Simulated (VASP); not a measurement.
# GeAu2 (P-3m1) in VASP: a series of runs

GeAu2 is run at these levels: PBE; tasks: single point.

All numbers are computed with VASP 6.6.1; they aren't measurements. Logs are shortened: lines on timing, memory, paths and dates and some standing lists are left out, and cuts for length are marked.

### 1 The cell of the first run

Symmetry: P-3m1, No. 164, trigonal system. Conventional cell: a = 3.173 Å, b = 3.173 Å, c = 5.802 Å, α = 90.00°, β = 90.00°, γ = 120.00°. Ge (site symmetry -3m) has 6 Au at 2.34 Å and 6 Ge at 3.17 Å within 3.2 Å. Within 3.2 Å of Au (site symmetry 3m) lie 3 Ge at 2.34 Å and 6 Au at 3.17 Å.

### 2 Single point, PBE, non-collinear spin, zero start, spin-orbit coupling

INCAR reads:

```
SYSTEM = GeAu2
  PREC = Accurate
  ENCUT = 520
  EDIFF = 1E-6
  ISMEAR = -1
  SIGMA = 0.1
  LREAL = .FALSE.
  LASPH = .TRUE.
  NELM = 150
  ALGO = Normal
  ISIF = 2
  LWAVE = .FALSE.
  LCHARG = .TRUE.
  MAGMOM = 0 0 0 0 0 0 0 0 0
  LORBIT = 11
  LSORBIT = .TRUE.
  GGA_COMPAT = .FALSE.
  LORBMOM = .TRUE.
  LMAXMIX = 4
  GGA = PE
  LVHAR = .TRUE.
  NBANDS = 49
```

KPOINTS reads:

```
Automatic mesh
0
G
  8 8 4
  0 0 0
```

POSCAR reads:

```
GeAu2
1.0
    3.1734252800      0.0000000000      0.0000000000
   -1.5867126400      2.7482669100      0.0000000000
    0.0000000000      0.0000000000      5.8020201400
Ge Au
1 2
Direct
    0.0000000000      0.0000000000      0.0000000000
    0.3333333300      0.6666666700      0.2500000000
    0.6666666700      0.3333333300      0.7500000000
```

Potentials or basis: VASP PAW PBE potentials, release 64 (Ge_d, Au).

Run with:

```bash
> cat potpaw_PBE.64/Ge_d/POTCAR potpaw_PBE.64/Au/POTCAR > POTCAR
> mpirun -np 1 vasp_ncl > vasp.out
```

OUTCAR:

```text
SYSTEM = GeAu2
   PREC = Accurate
   ENCUT = 520
   EDIFF = 1E-6
   ISMEAR = -1
   LREAL = .FALSE.
   LASPH = .TRUE.
   NELM = 150
   ISIF = 2
   LORBIT = 11
   LSORBIT = .TRUE.
   GGA = PE

 ion  position               nearest neighbor table
   1  0.000  0.000  0.000-   2 2.34   3 2.34   3 2.34   2 2.34   3 2.34   2 2.34
   2  0.333  0.667  0.250-   1 2.34   1 2.34   1 2.34   3 3.43   3 3.43   3 3.43   3 3.43   3 3.43
                             3 3.43
   3  0.667  0.333  0.750-   1 2.34   1 2.34   1 2.34   2 3.43   2 3.43   2 3.43   2 3.43   2 3.43
                             2 3.43

  LATTYP: Found a hexagonal cell.
 ALAT       =     3.1734252800
 C/A-ratio  =     1.8283147161

  Lattice vectors:

 A1 = (   3.1734252800,   0.0000000000,   0.0000000000)
 A2 = (  -1.5867126400,   2.7482669100,   0.0000000000)
 A3 = (   0.0000000000,   0.0000000000,   5.8020201400)

Analysis of symmetry for initial positions (statically):
=====================================================================
 Subroutine PRICEL returns:
 Original cell was already a primitive cell.

 Routine SETGRP: Setting up the symmetry group for a
 hexagonal supercell.

 Subroutine GETGRP returns: Found 12 space group operations
 (whereof 12 operations were pure point group operations)
 out of a pool of 24 trial point group operations.

The static configuration has the point symmetry D_3d.

Analysis of symmetry for dynamics (positions and initial velocities):
=====================================================================
 Subroutine PRICEL returns:
 Original cell was already a primitive cell.

 Routine SETGRP: Setting up the symmetry group for a
 hexagonal supercell.

 Subroutine GETGRP returns: Found 12 space group operations
 (whereof 12 operations were pure point group operations)
 out of a pool of 24 trial point group operations.

The dynamic configuration has the point symmetry D_3d.

Analysis of structural, dynamic, and magnetic symmetry:
=====================================================================
 Subroutine PRICEL returns:
 Original cell was already a primitive cell.

 Routine SETGRP: Setting up the symmetry group for a
 hexagonal supercell.

 Subroutine GETGRP returns: Found 12 space group operations
 (whereof 12 operations were pure point group operations)
 out of a pool of 24 trial point group operations.

The overall configuration has the point symmetry D_3d.

 Subroutine INISYM returns: Found 12 space group operations
 (whereof 12 operations are pure point group operations),
 and found     1 'primitive' translations

----------------------------------------------------------------------------------------

                                     Primitive cell

  volume of cell :      50.6019

  direct lattice vectors                    reciprocal lattice vectors
     3.173425280  0.000000000  0.000000000     0.315116920  0.181932839  0.000000000
    -1.586712640  2.748266910  0.000000000     0.000000000  0.363865677  0.000000000
     0.000000000  0.000000000  5.802020140     0.000000000  0.000000000  0.172353762

  length of vectors
     3.173425280  3.173425280  5.802020140     0.363865677  0.363865677  0.172353762

  position of ions in fractional coordinates (direct lattice)
     0.000000000  0.000000000  0.000000000
     0.333333330  0.666666670  0.250000000
     0.666666670  0.333333330  0.750000000

  ion indices of the primitive-cell ions
   primitive index   ion index
                 1           1
                 2           2
                 3           3

----------------------------------------------------------------------------------------

 KPOINTS: Automatic mesh

Automatic generation of k-mesh.
 Grid dimensions read from file:
 generate k-points for:    8    8    4

 Generating k-lattice:

[... 100 lines left out ...]

 number of electron      36.0000017 magnetization      -0.0000000     -0.0000000     -0.0000000

 number of electron      36.0000017 magnetization      -0.0000000     -0.0000000      0.0000000

 Free energy of the ion-electron system (eV)
  ---------------------------------------------------
  ext. energy  EPLUGINS =         0.00000000
  ---------------------------------------------------
  free energy    TOTEN  =        -8.79368570 eV

  energy without entropy =       -8.76097233  energy(sigma->0) =       -8.77732902

 E-fermi :   9.6713     XC(G=0): -12.2547

 val. band max:        9.6586315528   @ k =  -0.1250   0.3750   0.2500
 cond. band min:       9.7909189967   @ k =   0.2500   0.1250   0.5000
 fundamental gap:      0.1322874439
 Fermi energy:         9.6713462383

 k-point     1 :       0.0000    0.0000    0.0000
  band No.  band energies     occupation
      1     -16.2243      1.00000
      2     -16.2243      1.00000
      3     -16.1923      1.00000
      4     -16.1923      1.00000
      5     -15.6635      1.00000
      6     -15.6635      1.00000
[... 1213 lines left out ...]
     47      18.1074      0.00000
     48      18.1074      0.00000

 [... further k-points ...]

 [bands above 48 left out]

------------------------ aborting loop because EDIFF is reached ----------------------------------------

  FORCE on cell =-STRESS in cart. coord.  units (eV):
  Direction    XX          YY          ZZ          XY          YZ          ZX
  --------------------------------------------------------------------------------------
  -------------------------------------------------------------------------------------
  Total       13.5905231     13.5905231     14.6874691      0.0000000      0.0000000      0.0000000
  in kB      430.3089082    430.3089083    465.0408801      0.0000000      0.0000000      0.0000000
  external PRESSURE =     441.8862322 kB  Pullay stress =       0.0000000 kB

 VOLUME and BASIS-vectors are now :
 -----------------------------------------------------------------------------
  energy-cutoff  :      520.00
  volume of cell :       50.60
      direct lattice vectors                 reciprocal lattice vectors
     3.173425280  0.000000000  0.000000000     0.315116920  0.181932839  0.000000000
    -1.586712640  2.748266910  0.000000000     0.000000000  0.363865677  0.000000000
     0.000000000  0.000000000  5.802020140     0.000000000  0.000000000  0.172353762

 POSITION                                       TOTAL-FORCE (eV/Angst)
 -----------------------------------------------------------------------------------
      0.00000      0.00000      0.00000         0.000000      0.000000      0.000000
     -0.00000      1.83218      1.45051        -0.000000      0.000000      5.773685
      1.58671      0.91609      4.35152         0.000000     -0.000000     -5.773685
 -----------------------------------------------------------------------------------
    total drift:                                0.000000      0.000000      0.000000

  FREE ENERGIE OF THE ION-ELECTRON SYSTEM (eV)
  ---------------------------------------------------
  free  energy   TOTEN  =        -8.7936857028 eV

  energy  without entropy=       -8.7609723350  energy(sigma->0) =       -8.77732902

 orbital moment (x)

 # of ion     p       d       tot
 ----------------------------------------
  1        -0.000  -0.000  -0.000
  2         0.000   0.000   0.000
  3         0.000   0.000   0.000
 ----------------------------------------
            0.000   0.000   0.000

 orbital moment (y)

 # of ion     p       d       tot
 ----------------------------------------
  1         0.000   0.000   0.000
  2         0.000  -0.000  -0.000
  3         0.000  -0.000  -0.000
 ----------------------------------------
            0.000  -0.000  -0.000

 orbital moment (z)

 # of ion     p       d       tot
 ----------------------------------------
  1         0.000  -0.000  -0.000
  2         0.000   0.000   0.000
  3         0.000   0.000   0.000
 ----------------------------------------
            0.000   0.000   0.000

 Spin-Orbit-Coupling matrix elements

 Ion:    1  E_soc:     -0.0159645
 l=   1
     0.0000000    -0.0015510    -0.0016859
    -0.0015510     0.0000000    -0.0015510
    -0.0016859    -0.0015510     0.0000000
 l=   2
     0.0000000    -0.0002215     0.0000000    -0.0002215    -0.0008158
    -0.0002215     0.0000000    -0.0006170    -0.0002587    -0.0002215
     0.0000000    -0.0006170     0.0000000    -0.0006170     0.0000000
    -0.0002215    -0.0002587    -0.0006170     0.0000000    -0.0002215
    -0.0008158    -0.0002215     0.0000000    -0.0002215     0.0000000
 l=   3
     0.0000000     0.0000000     0.0000000     0.0000000     0.0000000     0.0000000     0.0000000
     0.0000000     0.0000000     0.0000000     0.0000000     0.0000000     0.0000000     0.0000000
     0.0000000     0.0000000     0.0000000     0.0000000     0.0000000     0.0000000     0.0000000
     0.0000000     0.0000000     0.0000000     0.0000000     0.0000000     0.0000000     0.0000000
[... 29 lines left out ...]
 l=   2
     0.0000000    -0.0130692     0.0000000    -0.0130692    -0.0501770
    -0.0130692     0.0000000    -0.0377444    -0.0139018    -0.0130692
     0.0000000    -0.0377444     0.0000000    -0.0377444     0.0000000
    -0.0130692    -0.0139018    -0.0377444     0.0000000    -0.0130692
    -0.0501770    -0.0130692     0.0000000    -0.0130692     0.0000000
 l=   3
     0.0000000     0.0000000     0.0000000     0.0000000     0.0000000     0.0000000     0.0000000
     0.0000000     0.0000000     0.0000000     0.0000000     0.0000000     0.0000000     0.0000000
     0.0000000     0.0000000     0.0000000     0.0000000     0.0000000     0.0000000     0.0000000
     0.0000000     0.0000000     0.0000000     0.0000000     0.0000000     0.0000000     0.0000000
     0.0000000     0.0000000     0.0000000     0.0000000     0.0000000     0.0000000     0.0000000
     0.0000000     0.0000000     0.0000000     0.0000000     0.0000000     0.0000000     0.0000000
     0.0000000     0.0000000     0.0000000     0.0000000     0.0000000     0.0000000     0.0000000

 total charge

# of ion       s       p       d       tot
------------------------------------------
    1        1.147   1.418  10.250  12.815
    2        0.738   0.446   8.756   9.940
    3        0.738   0.446   8.756   9.940
--------------------------------------------------
tot          2.624   2.310  27.762  32.695

 magnetization (x)

# of ion       s       p       d       tot
------------------------------------------
    1        0.000   0.000   0.000   0.000
    2        0.000   0.000  -0.000  -0.000
    3       -0.000   0.000  -0.000  -0.000
--------------------------------------------------
tot          0.000   0.000  -0.000  -0.000

 magnetization (y)

# of ion       s       p       d       tot
------------------------------------------
    1        0.000   0.000   0.000   0.000
    2       -0.000   0.000   0.000  -0.000
    3       -0.000   0.000  -0.000  -0.000
--------------------------------------------------
tot         -0.000   0.000  -0.000  -0.000

 magnetization (z)

# of ion       s       p       d       tot
------------------------------------------
    1       -0.000  -0.000  -0.000  -0.000
    2        0.000   0.000   0.000   0.000
    3        0.000   0.000   0.000   0.000
--------------------------------------------------
tot         -0.000  -0.000  -0.000  -0.000
```

Run time: 2.9 min. Hardware: 1 thread of Intel Xeon Platinum 8488C (Sapphire Rapids), shared host; peak memory 0.35 GiB.

Results:

- Free energy: -8.7937 eV
- Pressure: 44.2 GPa
- Largest force: 5.774 eV/Å
- Net moment: 0.00 μB per cell
- Valence electrons inside the program's atomic spheres: Ge 12.81; Au 9.94

Forces in eV/Å, atoms in the order of the input:
```
Ge   0.000  0.000  0.000
Au   0.000  0.000  5.774
Au   0.000  0.000 -5.774
```

Moments on the atoms (μB; x, y, z):
```
Ge  0.00 0.00 0.00
Au  0.00 0.00 0.00
Au  0.00 0.00 0.00
```

Caveat: the cell stands under pressure; forces of over 1 eV/Å act on the atoms, so gaps and moduli don't describe the material at rest.

### 3 Single point, PBE, non-collinear spin, zero start, spin-orbit coupling

INCAR reads:

```
  PREC = Accurate
  ENCUT = 520
  EDIFF = 1E-7
  ISMEAR = -1
  SIGMA = 0.1
  LREAL = False
  LASPH = True
  NELM = 150
  ALGO = Normal
  ISIF = 2
  LWAVE = False
  LCHARG = False
  LNONCOLLINEAR = True
  MAGMOM = 0 0 0 0 0 0 0 0 0
  LORBIT = 11
  LSORBIT = True
  GGA_COMPAT = False
  LORBMOM = True
  LMAXMIX = 4
  GGA = PE
  NBANDS = 49
```

KPOINTS reads:

```
Automatic mesh
0
Gamma
  8 8 4
```

POSCAR is that of step 2.

Potentials or basis: VASP PAW PBE potentials, release 64 (Ge_d, Au).

Run with:

```bash
> cat potpaw_PBE.64/Ge_d/POTCAR potpaw_PBE.64/Au/POTCAR > POTCAR
> mpirun -np 1 vasp_ncl > vasp.out
```

It took 2.8 min on 1 thread of Intel Xeon Platinum 8488C (Sapphire Rapids), shared host; peak memory 0.35 GiB.

It converged, with:

- Free energy: -8.7937 eV
- Pressure: 44.2 GPa
- Largest force: 5.774 eV/Å
- Net moment: 0.00 μB per cell
- Valence electrons inside the program's atomic spheres: Ge 12.81; Au 9.94

Forces in eV/Å, atoms in the order of the input:
```
Ge   0.000  0.000  0.000
Au   0.000  0.000  5.774
Au   0.000  0.000 -5.774
```

Stress tensor (GPa, compression positive):
```
43.08  0.00  0.00
 0.00 43.08  0.00
 0.00  0.00 46.55
```

Moments on the atoms (μB; x, y, z):
```
Ge  0.00 0.00 0.00
Au  0.00 0.00 0.00
Au  0.00 0.00 0.00
```

Caveat: the cell stands under pressure; forces of over 1 eV/Å act on the atoms, so gaps and moduli don't describe the material at rest.
